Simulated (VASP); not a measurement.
# Mo2Br (Fd-3m) in VASP: further runs

The runs below take Mo2Br through single point, relaxation of cell and atoms, with r2SCAN.

Everything below comes from runs of VASP 6.6.1. Logs are shortened: lines on timing, memory, paths and dates and some standing lists are left out, and cuts for length are marked.

### Step 1. The cell of the first run

Symmetry: Fd-3m, No. 227, cubic system. The conventional cell has a = 7.813 Å, b = 7.813 Å, c = 7.813 Å, α = 90.00°, β = 90.00°, γ = 90.00°. Mo (site symmetry -3m) has 6 Mo at 2.76 Å and 6 Br at 3.24 Å within 3.6 Å. Within 4.3 Å of Br (site symmetry -43m) lie 12 Mo at 3.24 Å and 4 Br at 3.38 Å.

### Step 2. Single point, r2SCAN, collinear spin

The input, POSCAR:

```
Mo2Br
1.0
    0.0000000000      3.9066056698      3.9066056698
    3.9066056698      0.0000000000      3.9066056698
    3.9066056698      3.9066056698      0.0000000000
Mo Br
4 2
Direct
    0.6250000000      0.6250000000      0.6250000000
    0.1250000000      0.6250000000      0.6250000000
    0.6250000000      0.6250000000      0.1250000000
    0.6250000000      0.1250000000      0.6250000000
    0.0000000000      0.0000000000      0.0000000000
    0.2500000000      0.2500000000      0.2500000000
```

The input, INCAR.step1:

```
ALGO = Normal
EDIFF = 1E-4
ENCUT = 520
GGA = PE
ISMEAR = 0
ISPIN = 2
LASPH = True
LCHARG = False
LMAXMIX = 4
LREAL = False
LWAVE = True
MAGMOM = 1 1 1 1 0 0
NBANDS = 48
NELM = 150
PREC = Accurate
SIGMA = 0.1
```

The input, INCAR.step2:

```
ALGO = Normal
EDIFF = 1E-7
ENCUT = 520
ISIF = 2
ISMEAR = 0
ISPIN = 2
ISTART = 1
LASPH = True
LCHARG = False
LMAXMIX = 4
LMIXTAU = True
LORBIT = 11
LREAL = False
LWAVE = False
MAGMOM = 1 1 1 1 0 0
METAGGA = R2SCAN
NBANDS = 48
NELM = 150
PREC = Accurate
SIGMA = 0.1
```

The input, KPOINTS:

```
k-points
0
Gamma
  4 4 4
```

Potentials or basis: VASP PAW PBE potentials, release 64 (Mo_sv, Br).

Started as:

```
$ cat potpaw_PBE.64/Mo_sv/POTCAR potpaw_PBE.64/Br/POTCAR > POTCAR
$ cp INCAR.step1 INCAR
$ mpirun -np 1 vasp_std > vasp.out
$ cp INCAR.step2 INCAR
$ mpirun -np 1 vasp_std > vasp.out
```

OUTCAR:

```text
EDIFF = 1E-7
   ENCUT = 520
   ISIF = 2
   ISMEAR = 0
   ISPIN = 2
   ISTART = 1
   LASPH = True
   LORBIT = 11
   LREAL = False
   METAGGA = R2SCAN
   NELM = 150
   PREC = Accurate

 ion  position               nearest neighbor table
   1  0.625  0.625  0.625-   2 2.76   3 2.76   4 2.76   3 2.76   4 2.76   2 2.76
   2  0.125  0.625  0.625-   1 2.76   3 2.76   4 2.76   1 2.76   3 2.76   4 2.76
   3  0.625  0.625  0.125-   1 2.76   1 2.76   2 2.76   4 2.76   4 2.76   2 2.76
   4  0.625  0.125  0.625-   1 2.76   3 2.76   1 2.76   2 2.76   3 2.76   2 2.76
   5  0.000  0.000  0.000-
   6  0.250  0.250  0.250-

  LATTYP: Found a face centered cubic cell.
 ALAT       =     7.8132113396

  Lattice vectors:

 A1 = (   0.0000000000,   3.9066056698,   3.9066056698)
 A2 = (   3.9066056698,   0.0000000000,   3.9066056698)
 A3 = (   3.9066056698,   3.9066056698,   0.0000000000)

Analysis of symmetry for initial positions (statically):
=====================================================================
 Subroutine PRICEL returns:
 Original cell was already a primitive cell.

 Routine SETGRP: Setting up the symmetry group for a
 face centered cubic supercell.

 Subroutine GETGRP returns: Found 48 space group operations
 (whereof 24 operations were pure point group operations)
 out of a pool of 48 trial point group operations.

The static configuration has the point symmetry T_d .
 The point group associated with its full space group is O_h .

Analysis of symmetry for dynamics (positions and initial velocities):
=====================================================================
 Subroutine PRICEL returns:
 Original cell was already a primitive cell.

 Routine SETGRP: Setting up the symmetry group for a
 face centered cubic supercell.

 Subroutine GETGRP returns: Found 48 space group operations
 (whereof 24 operations were pure point group operations)
 out of a pool of 48 trial point group operations.

The dynamic configuration has the point symmetry T_d .
 The point group associated with its full space group is O_h .

Analysis of structural, dynamic, and magnetic symmetry:
=====================================================================
 Subroutine PRICEL returns:
 Original cell was already a primitive cell.

 Routine SETGRP: Setting up the symmetry group for a
 face centered cubic supercell.

 Subroutine GETGRP returns: Found 48 space group operations
 (whereof 24 operations were pure point group operations)
 out of a pool of 48 trial point group operations.

[... 126 lines left out ...]
  volume of cell :      119.24
 maximum number of plane-waves:      3250
 NGX is ok and might be reduce to    42
   NGX = 21   NGY = 21   NGZ = 21

 number of electron      69.9999998 magnetization      -0.0005187

 Free energy of the ion-electron system (eV)
  ---------------------------------------------------
  ext. energy  EPLUGINS =         0.00000000
  ---------------------------------------------------
  free energy    TOTEN  =      -122.72406051 eV

  energy without entropy =     -122.67960057  energy(sigma->0) =     -122.70183054

 E-fermi :   8.5204     XC(G=0): -12.2425

 val. band max:        8.5188909385   @ k =  -0.2500   0.2500   0.0000
 cond. band min:       8.5686694385   @ k =   0.5000   0.0000   0.0000
 fundamental gap:      0.0497785001
 Fermi energy:         8.5203682212

 spin component 1

 k-point     1 :       0.0000    0.0000    0.0000
  band No.  band energies     occupation
      1     -54.4631      1.00000
      2     -54.2446      1.00000
      3     -54.2446      1.00000
      4     -54.2446      1.00000
      5     -28.6034      1.00000
      6     -28.0855      1.00000
[... 389 lines left out ...]
     46      10.6592      0.00000
     47      13.6353      0.00000
 Fermi energy:         8.5203682212

 spin component 2

 k-point     1 :       0.0000    0.0000    0.0000
  band No.  band energies     occupation
      1     -54.4632      1.00000
      2     -54.2447      1.00000
      3     -54.2447      1.00000
      4     -54.2447      1.00000
      5     -28.6034      1.00000
      6     -28.0856      1.00000
[... 389 lines left out ...]
     46      10.6591      0.00000
     47      13.6353      0.00000
 [bands above 47 left out]

------------------------ aborting loop because EDIFF is reached ----------------------------------------

  FORCE on cell =-STRESS in cart. coord.  units (eV):
  Direction    XX          YY          ZZ          XY          YZ          ZX
  --------------------------------------------------------------------------------------
  -------------------------------------------------------------------------------------
  Total       -6.2414023     -6.2414023     -6.2414023      0.0000000      0.0000000     -0.0000000
  in kB      -83.8617717    -83.8617717    -83.8617717      0.0000000      0.0000000     -0.0000000
  external PRESSURE =     -83.8617717 kB  Pullay stress =       0.0000000 kB

 VOLUME and BASIS-vectors are now :
 -----------------------------------------------------------------------------
  energy-cutoff  :      520.00
  volume of cell :      119.24
      direct lattice vectors                 reciprocal lattice vectors
     0.000000000  3.906605670  3.906605670    -0.127988346  0.127988346  0.127988346
     3.906605670  0.000000000  3.906605670     0.127988346 -0.127988346  0.127988346
     3.906605670  3.906605670  0.000000000     0.127988346  0.127988346 -0.127988346

 POSITION                                       TOTAL-FORCE (eV/Angst)
 -----------------------------------------------------------------------------------
      4.88326      4.88326      4.88326        -0.000000      0.000000      0.000000
      4.88326      2.92995      2.92995        -0.000000      0.000000      0.000000
      2.92995      2.92995      4.88326        -0.000000      0.000000      0.000000
      2.92995      4.88326      2.92995        -0.000000      0.000000      0.000000
      0.00000      0.00000      0.00000        -0.000000     -0.000000     -0.000000
      1.95330      1.95330      1.95330         0.000000      0.000000      0.000000
 -----------------------------------------------------------------------------------
    total drift:                                0.000000      0.000000      0.000000

  FREE ENERGIE OF THE ION-ELECTRON SYSTEM (eV)
  ---------------------------------------------------
  free  energy   TOTEN  =      -122.7240605103 eV

  energy  without entropy=     -122.6796005733  energy(sigma->0) =     -122.70183054

 total charge

# of ion       s       p       d       tot
------------------------------------------
    1        2.298   6.093   3.962  12.353
    2        2.298   6.093   3.962  12.353
    3        2.298   6.093   3.962  12.353
    4        2.298   6.093   3.962  12.353
    5        1.661   3.074   0.059   4.794
    6        1.661   3.074   0.059   4.794
--------------------------------------------------
tot         12.514  30.518  15.966  58.998

 magnetization (x)

# of ion       s       p       d       tot
------------------------------------------
    1       -0.000  -0.000  -0.000  -0.000
    2       -0.000  -0.000  -0.000  -0.000
    3       -0.000  -0.000  -0.000  -0.000
    4       -0.000  -0.000  -0.000  -0.000
    5       -0.000  -0.000  -0.000  -0.000
    6       -0.000  -0.000  -0.000  -0.000
--------------------------------------------------
tot         -0.000  -0.000  -0.000  -0.000
```

Run time: 3.9 min. Hardware: 1 thread of Intel Xeon 6975P-C (Granite Rapids), shared host; peak memory 0.36 GiB.

What came out:

```
Free energy                                           : -122.7241 eV
Pressure                                              : -8.4 GPa
Band gap on the k mesh                                : zero (filled and empty bands overlap)
Net moment                                            : 0.00 μB per cell
Valence electrons inside the program's atomic spheres : Mo 12.35; Br 4.79
```

Caveat: the cell stands under tension; the PAW data sets were made with another functional, which shifts forces and pressure a little.

### Step 3. Relaxation of cell and atoms, r2SCAN

POSCAR is that of step 2.

The input, INCAR.step1:

```
SYSTEM = Mo2Br
PREC = Accurate
ENCUT = 600
ISMEAR = 0
SIGMA = 0.1
LREAL = .FALSE.
LASPH = .TRUE.
NELM = 60
GGA = PE
ALGO = Normal
EDIFF = 1E-4
LWAVE = .TRUE.
LCHARG = .FALSE.
```

The input, INCAR.step2:

```
SYSTEM = Mo2Br
PREC = Accurate
ENCUT = 600
EDIFF = 1E-6
ISMEAR = 0
SIGMA = 0.1
LREAL = .FALSE.
LASPH = .TRUE.
NELM = 60
ALGO = Normal
ISIF = 3
LWAVE = .FALSE.
LCHARG = .FALSE.
METAGGA = R2SCAN
LMIXTAU = .TRUE.
IBRION = 2
NSW = 90
EDIFFG = -0.04
ISTART = 1
```

The input, KPOINTS:

```
regular mesh
0
G
  4 4 4
  0 0 0
```

Potentials or basis: VASP PAW PBE potentials, release 64 (Mo_sv, Br).

Started as:

```
$ cat potpaw_PBE.64/Mo_sv/POTCAR potpaw_PBE.64/Br/POTCAR > POTCAR
$ cp INCAR.step1 INCAR
$ mpirun -np 1 vasp_std > vasp.out
$ cp INCAR.step2 INCAR
$ mpirun -np 1 vasp_std > vasp.out
```

It took 5.8 min on 1 thread of Intel Xeon 6975P-C (Granite Rapids), shared host; peak memory 0.39 GiB.

It converged, with:

```yaml
Free_energy: -122.9776 eV
Relaxed_volume: 18.37 Å³/atom
Relaxed_cell: a = 5.381 Å, b = 5.381 Å, c = 5.381 Å, α = 60.00°, β = 60.00°, γ = 60.00°
Space_group_after_relaxing_to_0.1_Å: Fd-3m (No. 227)
Energy_gained_by_relaxing: 43.1 meV/atom
Ionic_steps: 3
Pressure_after_relaxing: -0.1 GPa
Band_gap_on_the_k_mesh: zero (bands 35 and 36 overlap by 2.12 eV)
```

The path:
```
step  energy change (eV)  largest force (eV/Å)  pressure (GPa)  volume (Å³)
   1              0.0000                0.0000           -8.42       119.24
   2             -0.0033                0.0000           10.90       102.11
   3             -0.2587                0.0000           -0.12       110.19
```

Final structure:
```
Mo Br
1.0
     0.00000    3.80515    3.80515
     3.80515    0.00000    3.80515
     3.80515    3.80515    0.00000
Mo Br
4 2
Direct
  0.62500 0.62500 0.62500
  0.12500 0.62500 0.62500
  0.62500 0.62500 0.12500
  0.62500 0.12500 0.62500
  0.00000 0.00000 0.00000
  0.25000 0.25000 0.25000
```

Levels at points of the mesh, in eV from the Fermi level:
```csv
k point,band 30,band 31,band 32,band 33,band 34,band 35,band 36,band 37,band 38,band 39
"(0.00, 0.00, 0.00)",-2.96,-1.81,0.30,0.30,0.30,1.55,1.55,1.55,1.77,1.77
"(0.50, 0.00, 0.00)",-1.10,-1.10,-1.08,-1.08,-1.01,0.14,0.14,0.44,0.61,0.61
"(0.50, 0.50, 0.00)",-1.63,-0.87,-0.87,-0.84,-0.84,-0.58,-0.58,0.23,0.23,1.13
```

Caveat: the PAW data sets were made with another functional, which shifts forces and pressure a little.

The gap in the log of VASP goes by the Fermi energy; the results here count the filled bands.